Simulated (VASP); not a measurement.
# Eu (Im-3m) in VASP: further runs, part 2 of 2

VASP 6.6.1. Earlier steps stand in the parts before.

## (4) Relaxation of cell and atoms, PBE, collinear spin, ferromagnetic start, target pressure 11 GPa, at which the enthalpy is minimised

File INCAR:

```
SYSTEM = Eu
PREC     = Accurate       ! precision mode
ENCUT    = 600            ! plane-wave cutoff, eV
EDIFF    = 1E-6           ! SCF threshold, eV
ISMEAR   = -1             ! smearing method
SIGMA    = 0.08           ! smearing width, eV
LREAL    = .False.        ! projectors in reciprocal space
LASPH    = .True.         ! aspherical terms in the spheres
NELM     = 150            ! most SCF steps
ALGO     = Normal         ! electronic algorithm
ISIF     = 3              ! what is computed and relaxed
LWAVE    = .False.        ! write WAVECAR
LCHARG   = .False.        ! write CHGCAR
ISPIN    = 2              ! spin polarisation
MAGMOM   = 7              ! initial moments
LORBIT   = 11             ! projections on sites
LMAXMIX  = 6              ! l up to which the mixer works
GGA      = PE             ! functional
IBRION   = 2              ! ionic algorithm
NSW      = 32             ! ionic steps
EDIFFG   = -0.005         ! ionic threshold
PSTRESS  = 110.0
```

File KPOINTS:

```
Automatic mesh
0
Gamma
  14 14 14
  0 0 0
```

File POSCAR:

```
Eu
1.0
   -1.9177418157      1.9177418157      1.9177418157
    1.9177418157     -1.9177418157      1.9177418157
    1.9177418157      1.9177418157     -1.9177418157
Eu
1
Direct
    0.0000000000      0.0000000000      0.0000000000
```

Potentials or basis: VASP PAW PBE potentials, release 64 (Eu).

On the command line:

```sh
$ cat potpaw_PBE.64/Eu/POTCAR > POTCAR
$ mpirun -np 1 vasp_std > vasp.out
```

OUTCAR:

```text
SYSTEM = Eu
   PREC = Accurate
   ENCUT = 600
   EDIFF = 1E-6
   ISMEAR = -1
   LREAL = .False.
   LASPH = .True.
   NELM = 150
   ISIF = 3
   ISPIN = 2
   LORBIT = 11
   GGA = PE
   IBRION = 2
   NSW = 32
   EDIFFG = -0.005
   PSTRESS = 110.0

 ion  position               nearest neighbor table
   1  0.000  0.000  0.000-

  LATTYP: Found a body centered cubic cell.
 ALAT       =     3.8354836314

  Lattice vectors:

 A1 = (  -1.9177418157,   1.9177418157,   1.9177418157)
 A2 = (   1.9177418157,  -1.9177418157,   1.9177418157)
 A3 = (   1.9177418157,   1.9177418157,  -1.9177418157)

Analysis of symmetry for initial positions (statically):
=====================================================================
 Subroutine PRICEL returns:
 Original cell was already a primitive cell.

 Routine SETGRP: Setting up the symmetry group for a
 body centered cubic supercell.

 Subroutine GETGRP returns: Found 48 space group operations
 (whereof 48 operations were pure point group operations)
 out of a pool of 48 trial point group operations.

The static configuration has the point symmetry O_h .

Analysis of symmetry for dynamics (positions and initial velocities):
=====================================================================
 Subroutine PRICEL returns:
 Original cell was already a primitive cell.

 Routine SETGRP: Setting up the symmetry group for a
 body centered cubic supercell.

 Subroutine GETGRP returns: Found 48 space group operations
 (whereof 48 operations were pure point group operations)
 out of a pool of 48 trial point group operations.

The dynamic configuration has the point symmetry O_h .

Analysis of structural, dynamic, and magnetic symmetry:
=====================================================================
 Subroutine PRICEL returns:
 Original cell was already a primitive cell.

 Routine SETGRP: Setting up the symmetry group for a
 body centered cubic supercell.
[... 138 lines left out ...]
 maximum number of plane-waves:       962
   NGX = 13   NGY = 13   NGZ = 13

--------------------------------------- Ionic step        1  -------------------------------------------

 number of electron      17.0000001 magnetization       7.1883332

 Free energy of the ion-electron system (eV)
  ---------------------------------------------------
  ext. energy  EPLUGINS =         0.00000000
  ---------------------------------------------------
  free energy    TOTEN  =       -11.10902896 eV

  energy without entropy =      -11.07206792  energy(sigma->0) =      -11.09054844

------------------------ aborting loop because EDIFF is reached ----------------------------------------

  FORCE on cell =-STRESS in cart. coord.  units (eV):
  Direction    XX          YY          ZZ          XY          YZ          ZX
  --------------------------------------------------------------------------------------
  -------------------------------------------------------------------------------------
  Total        1.9125906      1.9125906      1.9125906     -0.0000000      0.0000000      0.0000000
  in kB      108.6180969    108.6180969    108.6180969     -0.0000000      0.0000000      0.0000000
  external PRESSURE =      -1.3819031 kB  Pullay stress =     110.0000000 kB
[... 94 lines left out ...]
  energy  without entropy=      -11.0693491743  energy(sigma->0) =      -11.08780409

  enthalpy is  TOTEN    =        -9.1721176857 eV   P V=        1.9341413130

[... ionic steps 4 to 10 ...]

--------------------------------------- Ionic step       11  -------------------------------------------

 number of electron      17.0000001 magnetization       7.1881487

------------------------ aborting loop because EDIFF is reached ----------------------------------------
[... 69 lines left out ...]
--------------------------------------- Ionic step       13  -------------------------------------------

 number of electron      17.0000001 magnetization       7.1880849

 Free energy of the ion-electron system (eV)
  ---------------------------------------------------
  ext. energy  EPLUGINS =         0.00000000
  ---------------------------------------------------
  free energy    TOTEN  =       -11.10625205 eV

  energy without entropy =      -11.06936522  energy(sigma->0) =      -11.08780863

 E-fermi :   3.8613     XC(G=0): -10.6088

 val. band max:        3.8486735727   @ k =  -0.3571  -0.4286   0.1429
 cond. band min:       3.8651556898   @ k =   0.3571   0.1429   0.1429
 fundamental gap:      0.0164821170
 Fermi energy:         3.8613178843

 spin component 1

 k-point     1 :       0.0000    0.0000    0.0000
  band No.  band energies     occupation
      1     -37.6522      1.00000
      2     -15.6560      1.00000
      3     -15.6560      1.00000
      4     -15.6560      1.00000
      5      -0.8984      1.00000
      6       3.0864      0.99994
[... 435 lines left out ...]
      5       2.6985      1.00000
      6       3.1121      0.99991
[... 8 lines left out ...]
     15       8.9626      0.00000
     16       9.4901      0.00000

 [... further k-points ...]

 spin component 2

 k-point     1 :       0.0000    0.0000    0.0000
  band No.  band energies     occupation
      1     -34.5967      1.00000
      2     -13.3001      1.00000
      3     -13.3001      1.00000
      4     -13.3001      1.00000
      5       0.1490      1.00000
      6       7.1348      0.00000
[... 479 lines left out ...]
  energy  without entropy=      -11.0693652158  energy(sigma->0) =      -11.08780863

  enthalpy is  TOTEN    =        -9.1721176975 eV   P V=        1.9341343501

 reached required accuracy - stopping structural energy minimisation

 total charge

# of ion       s       p       d       f       tot
--------------------------------------------------
    1        2.109   5.675   0.555   6.531  14.870

 magnetization (x)

# of ion       s       p       d       f       tot
--------------------------------------------------
    1        0.005  -0.078   0.194   6.517   6.638
```

Run time: 6.7 min. Hardware: 1 thread of Intel Xeon 6975P-C (Granite Rapids), shared host; peak memory 0.27 GiB.

What came out:

```
Free energy                                            : -11.1063 eV
Relaxed volume                                         : 28.17 Å³/atom
Relaxed cell                                           : a = 3.320 Å, b = 3.320 Å, c = 3.320 Å, α = 109.47°, β = 109.47°, γ = 109.47°
Space group after relaxing (to 0.05 Å)                 : Im-3m (No. 229)
Energy change on relaxing (the enthalpy is what falls) : +2.8 meV/atom
Ionic steps                                            : 13
Pressure after relaxing                                : 11.0 GPa
Net moment                                             : 7.19 μB per cell
Site moments                                           : Eu +6.64 μB
Valence electrons inside the program's atomic spheres  : Eu 14.87
```

The path:
```tsv
step	energy change (eV)	largest force (eV/Å)	pressure (GPa)	volume (Å³)
1	0.0000	0.0000	10.86	28.21
2	0.0068	0.0000	11.05	28.11
3	0.0028	0.0000	10.92	28.17
4	0.0053	0.0000	11.06	28.14
5	0.0040	0.0000	11.30	28.15
6	0.0030	0.0000	11.30	28.17
7	0.0028	0.0000	11.09	28.17
8	-0.0012	0.0000	10.83	28.23
9	0.0018	0.0000	10.95	28.19
10	0.0022	0.0000	10.84	28.18
11	0.0026	0.0000	10.83	28.17
12	0.0027	0.0000	10.93	28.17
13	0.0028	0.0000	10.98	28.17
```

Final structure:
```
Eu
1.0
    -1.91682    1.91682    1.91682
     1.91682   -1.91682    1.91682
     1.91682    1.91682   -1.91682
Eu
1
Direct
  0.00000 0.00000 0.00000
```

Levels at points of the mesh, in eV from the Fermi level:
Spin up:
| k point | band 8 | band 9 | band 10 | band 11 | band 12 | band 13 | band 14 | band 15 | band 16 |
| --- | --- | --- | --- | --- | --- | --- | --- | --- | --- |
| (0.00, 0.00, 0.00) | -0.77 | -0.41 | -0.41 | -0.41 | -0.32 | 2.05 | 2.05 | 2.05 | 4.66 |
| (0.50, 0.00, 0.00) | -0.65 | -0.45 | -0.42 | -0.41 | -0.37 | -0.04 | 2.67 | 4.78 | 5.74 |
| (0.50, 0.50, 0.50) | -0.63 | -0.63 | -0.63 | -0.34 | -0.34 | -0.34 | 7.52 | 7.52 | 7.52 |
Spin down:
```tsv
k point	band 2	band 3	band 4	band 5	band 6	band 7	band 8	band 9
(0.00, 0.00, 0.00)	-17.16	-17.16	-17.16	-3.71	3.27	3.27	3.27	3.62
(0.50, 0.00, 0.00)	-18.88	-17.68	-17.19	-1.39	1.06	3.22	3.59	4.08
(0.50, 0.50, 0.50)	-18.30	-18.30	-18.30	-1.34	-1.34	3.89	3.98	3.98
```

Caveat: the cell is relaxed towards a set pressure, so the enthalpy falls and the energy may rise; spin-orbit coupling is left out, which moves the levels of the heavy elements. The state reached can hang on the start; a lower one may exist.

## (5) Overview

| task | cell | cutoff (eV) | gap on the mesh (eV) | pressure (GPa) | moment (μB) |
| --- | --- | --- | --- | --- | --- |
| single point | a = 3.322 Å, angles 109.5°, 1 atom | 520 | none | 10.8 | 7.19 |
| single point | a = 3.324 Å, angles 109.5°, 1 atom | 520 | none | 10.7 | 7.19 |
| relaxation of cell and atoms | relaxed to 11 GPa from a = 3.322 Å, angles 109.5°, 1 atom | 600 | none | 11.0 | 7.19 |

Alike in all rows: level PBE; potentials or basis VASP PAW PBE potentials, release 64 (Eu); spin collinear, ferromagnetic start; k mesh 14 × 14 × 14; smearing fermi-dirac 0.08 eV.

Caveats: spin-orbit coupling is left out, which moves the levels of the heavy elements; the cell is relaxed towards a set pressure, so the enthalpy falls and the energy may rise (some runs).

Absolute energies hang on the potentials; compare differences alone.
